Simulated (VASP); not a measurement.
# Ta11N12 (a cell with a defect) in VASP: relaxation of the atoms with LDA

Aim: the relaxation of the atoms of Ta11N12 (a cell with a defect) with LDA.

Program: VASP 6.6.1. These are calculated values, not measurements. Logs are shortened: lines on timing, memory, paths and dates and some standing lists are left out, and cuts for length are marked.

## (1) The cell of the first run

The cell holds a defect, 23 atoms: a = 5.208 Å, b = 9.021 Å, c = 5.829 Å, α = 90.00°, β = 90.00°, γ = 90.00°.

## (2) Relaxation of the atoms, LDA

Contents of INCAR:

```
PREC = Accurate
ENCUT = 520
EDIFF = 1E-7
ISMEAR = -1
SIGMA = 0.05
LREAL = Auto
LASPH = T
NELM = 100
ALGO = Normal
ISIF = 2
LWAVE = F
LCHARG = F
GGA = CA
IBRION = 2
NSW = 80
EDIFFG = -0.03
NELECT = 182.0
```

Contents of KPOINTS:

```
regular mesh
0
Gamma
  2 1 2
```

Contents of POSCAR:

```
Ta11N12
1.0
   -2.6042480000     -4.5106890000      0.0000000000
    7.8127430000     -4.5106890000      0.0000000000
    0.0000000000      0.0000000000      5.8294960000
Ta N
11 12
Direct
    0.5000000500      0.5000000500      0.0000000000
    0.0000000200      0.3333333500      0.2499999800
    0.0000000300      0.6666667000      0.2499999800
    0.5000000500      0.5000000500      0.4999999600
    0.0000000200      0.3333333500      0.7499999400
    0.0000000300      0.6666667000      0.7499999400
    0.0000000000      0.0000000000     -0.4999999600
    0.5000000600      0.8333333900      0.2499999800
    0.5000000300      0.1666667000      0.2499999800
    0.5000000600      0.8333333900      0.7499999400
    0.5000000300      0.1666667000      0.7499999400
    0.3038039600      0.6961961300      0.0000000000
    0.8923922300      0.5000000700      0.0000000000
    0.3038039400      0.3038039400      0.0000000000
    0.3038039600      0.6961961300      0.4999999600
    0.8923922300      0.5000000700      0.4999999600
    0.3038039400      0.3038039400      0.4999999600
    0.8038039600      0.1961961300      0.0000000000
    0.3923921900      0.0000000200      0.0000000000
    0.8038039900      0.8038039900      0.0000000000
    0.8038039600      0.1961961300      0.4999999600
    0.3923921900      0.0000000200      0.4999999600
    0.8038039900      0.8038039900      0.4999999600
```

Potentials or basis: VASP PAW LDA potentials, release 64 (Ta_pv, N).

The run is started by

```
$ cat potpaw_LDA.64/Ta_pv/POTCAR potpaw_LDA.64/N/POTCAR > POTCAR
$ mpirun -np 1 vasp_std > vasp.out
```

OUTCAR:

```text
PREC = Accurate
   ENCUT = 520
   EDIFF = 1E-7
   ISMEAR = -1
   LREAL = Auto
   LASPH = T
   NELM = 100
   ISIF = 2
   GGA = CA
   IBRION = 2
   NSW = 80
   EDIFFG = -0.03
   NELECT = 182.0

 ion  position               nearest neighbor table
   1  0.500  0.500  0.000-  13 2.04  12 2.04  14 2.04   4 2.91   4 2.91   3 3.34   6 3.34   8 3.34
                             2 3.34   9 3.34   3 3.34   2 3.34  10 3.34   5 3.34  11 3.34   6 3.34
   2  0.000  0.333  0.250-  18 2.17  21 2.17  14 2.17  17 2.17  16 2.17  13 2.17   5 2.91   5 2.91
                             9 3.01   9 3.01   3 3.01   4 3.34   1 3.34   4 3.34   1 3.34   7 3.34
   3  0.000  0.667  0.250-  13 2.17  16 2.17  15 2.17  12 2.17  20 2.17  23 2.17   6 2.91   6 2.91
                             8 3.01   8 3.01   2 3.01   4 3.34   1 3.34   7 3.34   1 3.34   4 3.34
   4  0.500  0.500  0.500-  16 2.04  15 2.04  17 2.04   1 2.91   1 2.91   3 3.34   6 3.34   8 3.34
                            10 3.34   2 3.34   5 3.34   9 3.34  11 3.34   3 3.34   6 3.34   2 3.34
   5  0.000  0.333  0.750-  21 2.17  17 2.17  18 2.17  16 2.17  14 2.17  13 2.17   2 2.91   2 2.91
                            11 3.01  11 3.01   6 3.01   7 3.34   4 3.34   4 3.34   1 3.34   1 3.34
   6  0.000  0.667  0.750-  16 2.17  13 2.17  15 2.17  23 2.17  12 2.17  20 2.17   3 2.91   3 2.91
                            10 3.01  10 3.01   5 3.01   7 3.34   4 3.34   1 3.34   4 3.34   1 3.34
   7  0.000  0.000  0.500-  23 2.04  22 2.04  21 2.04  10 3.34   6 3.34   8 3.34  11 3.34   5 3.34
                             3 3.34  10 3.34  11 3.34   9 3.34   2 3.34   8 3.34   9 3.34
   8  0.500  0.833  0.250-  19 2.17  22 2.17  12 2.17  15 2.17  20 2.17  23 2.17  10 2.91  10 2.91
                             9 3.01   3 3.01   3 3.01   7 3.34   4 3.34   1 3.34   7 3.34
   9  0.500  0.167  0.250-  14 2.17  17 2.17  18 2.17  21 2.17  19 2.17  22 2.17  11 2.91  11 2.91
                             2 3.01   8 3.01   2 3.01   1 3.34   4 3.34   7 3.34   7 3.34
  10  0.500  0.833  0.750-  22 2.17  15 2.17  23 2.17  19 2.17  12 2.17  20 2.17   8 2.91   8 2.91
                            11 3.01   6 3.01   6 3.01   7 3.34   7 3.34   4 3.34   1 3.34
  11  0.500  0.167  0.750-  17 2.17  21 2.17  22 2.17  14 2.17  18 2.17  19 2.17   9 2.91   9 2.91
                             5 3.01  10 3.01   5 3.01   7 3.34   7 3.34   4 3.34   1 3.34
  12  0.304  0.696  0.000-   1 2.04   8 2.17   3 2.17  10 2.17   6 2.17
  13  0.892  0.500  0.000-   1 2.04   3 2.17   6 2.17   2 2.17   5 2.17
  14  0.304  0.304  0.000-   1 2.04   2 2.17   9 2.17   5 2.17  11 2.17
  15  0.304  0.696  0.500-   4 2.04   8 2.17  10 2.17   3 2.17   6 2.17
  16  0.892  0.500  0.500-   4 2.04   3 2.17   6 2.17   2 2.17   5 2.17
  17  0.304  0.304  0.500-   4 2.04   2 2.17   5 2.17   9 2.17  11 2.17
  18  0.804  0.196  0.000-   2 2.17   5 2.17   9 2.17  11 2.17
  19  0.392  0.000  0.000-   8 2.17   9 2.17  10 2.17  11 2.17
  20  0.804  0.804  0.000-   8 2.17   3 2.17  10 2.17   6 2.17
  21  0.804  0.196  0.500-   7 2.04   2 2.17   5 2.17   9 2.17  11 2.17
  22  0.392  0.000  0.500-   7 2.04   8 2.17  10 2.17   9 2.17  11 2.17
  23  0.804  0.804  0.500-   7 2.04   8 2.17  10 2.17   3 2.17   6 2.17

  LATTYP: Found a simple orthorhombic cell.
 ALAT       =     5.2084952626
 B/A-ratio  =     1.1192284347
 C/A-ratio  =     1.7320508048

  Lattice vectors:

 A1 = (   2.6042480000,   4.5106890000,   0.0000000000)
 A2 = (   0.0000000000,   0.0000000000,   5.8294960000)
 A3 = (   7.8127430000,  -4.5106890000,   0.0000000000)

Analysis of symmetry for initial positions (statically):
[... 189 lines left out ...]
 Free energy of the ion-electron system (eV)
  ---------------------------------------------------
  ext. energy  EPLUGINS =         0.00000000
  ---------------------------------------------------
  free energy    TOTEN  =      -270.72227470 eV

  energy without entropy =     -270.65669941  energy(sigma->0) =     -270.68948705

------------------------ aborting loop because EDIFF is reached ----------------------------------------

  FORCE on cell =-STRESS in cart. coord.  units (eV):
  Direction    XX          YY          ZZ          XY          YZ          ZX
  --------------------------------------------------------------------------------------
  -------------------------------------------------------------------------------------
  Total      -11.7292872    -11.2941521    -14.6698050      0.3768356     -0.0000000      0.0000000
  in kB      -68.6066192    -66.0614394    -85.8062139      2.2041761     -0.0000000      0.0000000
  external PRESSURE =     -73.4914242 kB  Pullay stress =       0.0000000 kB
[... 152 lines left out ...]
  FREE ENERGIE OF THE ION-ELECTRON SYSTEM (eV)
  ---------------------------------------------------
  free  energy   TOTEN  =      -270.9318290613 eV

  energy  without entropy=     -270.8758290790  energy(sigma->0) =     -270.90382907

[... ionic steps 4 to 7 ...]

--------------------------------------- Ionic step        8  -------------------------------------------

 number of electron     182.0000021 magnetization

------------------------ aborting loop because EDIFF is reached ----------------------------------------
[... 109 lines left out ...]
--------------------------------------- Ionic step       10  -------------------------------------------

 number of electron     182.0000021 magnetization

 Free energy of the ion-electron system (eV)
  ---------------------------------------------------
  ext. energy  EPLUGINS =         0.00000000
  ---------------------------------------------------
  free energy    TOTEN  =      -270.98267716 eV

  energy without entropy =     -270.92499845  energy(sigma->0) =     -270.95383780

 E-fermi :   6.8131     XC(G=0): -12.8073

 val. band max:        6.7929576669   @ k =   0.0000   0.0000   0.5000
 cond. band min:       6.8336828787   @ k =   0.0000   0.0000   0.5000
 fundamental gap:      0.0407252119
 Fermi energy:         6.8130611115

 k-point     1 :       0.0000    0.0000    0.0000
  band No.  band energies     occupation
      1     -28.9944      2.00000
      2     -28.9448      2.00000
      3     -28.8364      2.00000
      4     -28.7688      2.00000
      5     -28.7367      2.00000
      6     -28.6912      2.00000
[... 413 lines left out ...]
    102       9.1164      0.00000
    103       9.1616      0.00000
 [bands above 103 left out]

------------------------ aborting loop because EDIFF is reached ----------------------------------------

  FORCE on cell =-STRESS in cart. coord.  units (eV):
  Direction    XX          YY          ZZ          XY          YZ          ZX
  --------------------------------------------------------------------------------------
  -------------------------------------------------------------------------------------
  Total       -8.4821682     -8.9975453    -12.3094340     -0.4463316      0.0000000     -0.0000000
  in kB      -49.6136616    -52.6281910    -71.9999981     -2.6106705      0.0000000     -0.0000000
  external PRESSURE =     -58.0806169 kB  Pullay stress =       0.0000000 kB
[... 38 lines left out ...]
  FREE ENERGIE OF THE ION-ELECTRON SYSTEM (eV)
  ---------------------------------------------------
  free  energy   TOTEN  =      -270.9826771554 eV

  energy  without entropy=     -270.9249984478  energy(sigma->0) =     -270.95383780

 reached required accuracy - stopping structural energy minimisation
```

OSZICAR:

```text
N       E                     dE             d eps       ncg     rms          rms(c)
DAV:   1     0.190374442604E+04    0.19037E+04   -0.10018E+05   896   0.175E+03
DAV:   2    -0.133868496468E+03   -0.20376E+04   -0.19687E+04   978   0.511E+02
DAV:   3    -0.306052879322E+03   -0.17218E+03   -0.16978E+03  1076   0.137E+02
DAV:   4    -0.310189469634E+03   -0.41366E+01   -0.41005E+01  1032   0.210E+01
[... 105 lines left out ...]
DAV:   3    -0.270982685479E+03    0.19116E-04   -0.29708E-04  1096   0.598E-02    0.314E-02
DAV:   4    -0.270982679428E+03    0.60517E-05   -0.93102E-05  1056   0.297E-02    0.130E-02
DAV:   5    -0.270982677001E+03    0.24268E-05   -0.20092E-05  1152   0.146E-02    0.744E-03
DAV:   6    -0.270982677224E+03   -0.22310E-06   -0.41301E-06   896   0.589E-03    0.295E-03
DAV:   7    -0.270982677155E+03    0.68594E-07   -0.30569E-07   840   0.244E-03
  10 F= -.27098268E+03 E0= -.27095384E+03  d E =-.374738E-03
```

It took 27 min on 1 thread of Oxide Virtual Turin-like, shared host; peak memory 0.31 GiB.

Results:

* Free energy: -270.9827 eV
* Energy gained by relaxing: 11.3 meV/atom
* Ionic steps: 10
* Largest force after relaxing: 0.022 eV/Å

Forces in eV/Å, atoms in the order of the input:
```
Ta  -0.002 -0.003  0.000
Ta   0.000 -0.021 -0.005
Ta  -0.019 -0.010 -0.005
Ta   0.009  0.016  0.000
Ta   0.000 -0.021  0.005
Ta  -0.019 -0.010  0.005
Ta   0.001  0.001  0.000
Ta   0.013  0.005  0.015
Ta  -0.002  0.014  0.015
Ta   0.013  0.005 -0.015
Ta  -0.002  0.014 -0.015
N    0.005  0.003  0.000
N    0.009  0.015  0.000
N    0.000  0.006  0.000
N   -0.008  0.003  0.000
N    0.003  0.004  0.000
N    0.007 -0.005  0.000
N   -0.021 -0.004  0.000
N   -0.009 -0.015  0.000
N    0.007 -0.020  0.000
N   -0.002  0.012  0.000
N    0.004  0.007  0.000
N    0.011  0.004  0.000
```

The path:
```csv
step,energy change (eV),largest force (eV/Å),pressure (GPa)
1,0.0000,1.2400,-7.35
2,-0.1610,0.9737,-5.94
3,-0.2096,0.3431,-6.58
4,-0.2431,0.3299,-6.22
5,-0.2437,0.3297,-6.16
6,-0.2552,0.1998,-6.00
7,-0.2566,0.1614,-5.91
8,-0.2598,0.0937,-5.82
9,-0.2600,0.0490,-5.84
10,-0.2604,0.0218,-5.81
```

Final structure:
```cif
data_structure
_symmetry_space_group_name_H-M 'P 1'
_symmetry_Int_Tables_number 1
_cell_length_a 5.2085
_cell_length_b 9.0214
_cell_length_c 5.8295
_cell_angle_alpha 90.000
_cell_angle_beta 90.000
_cell_angle_gamma 90.000
_cell_volume 273.92
loop_
_atom_site_label
_atom_site_type_symbol
_atom_site_fract_x
_atom_site_fract_y
_atom_site_fract_z
_atom_site_occupancy
Ta1 Ta 0.49788 0.50000 0.00000 1
Ta2 Ta 0.99804 0.33493 0.24798 1
Ta3 Ta 0.99804 0.66507 0.24798 1
Ta4 Ta 0.49762 0.50000 0.50000 1
Ta5 Ta 0.99804 0.33493 0.75202 1
Ta6 Ta 0.99804 0.66507 0.75202 1
Ta7 Ta 0.99871 0.00000 0.50000 1
Ta8 Ta 0.50481 0.83560 0.24664 1
Ta9 Ta 0.50481 0.16440 0.24664 1
Ta10 Ta 0.50481 0.83560 0.75336 1
Ta11 Ta 0.50481 0.16440 0.75336 1
N1 N 0.29914 0.69512 0.00000 1
N2 N 0.89227 0.50000 0.00000 1
N3 N 0.29914 0.30488 0.00000 1
N4 N 0.30230 0.69577 0.50000 1
N5 N 0.88829 0.50000 0.50000 1
N6 N 0.30230 0.30423 0.50000 1
N7 N 0.79969 0.20355 0.00000 1
N8 N 0.41030 0.00000 0.00000 1
N9 N 0.79969 0.79645 0.00000 1
N10 N 0.80735 0.19222 0.50000 1
N11 N 0.38659 0.00000 0.50000 1
N12 N 0.80735 0.80778 0.50000 1
```

Caveat: the k points lie up to 0.70 Å⁻¹ apart, too coarse for converged energies and pressures of a metal; the cell carries a net charge on a neutralising background, which shifts energy and pressure; the cell is charged against a uniform background, so pressure and absolute levels hang on convention; spin-orbit coupling is left out, which moves the levels of the heavy elements.
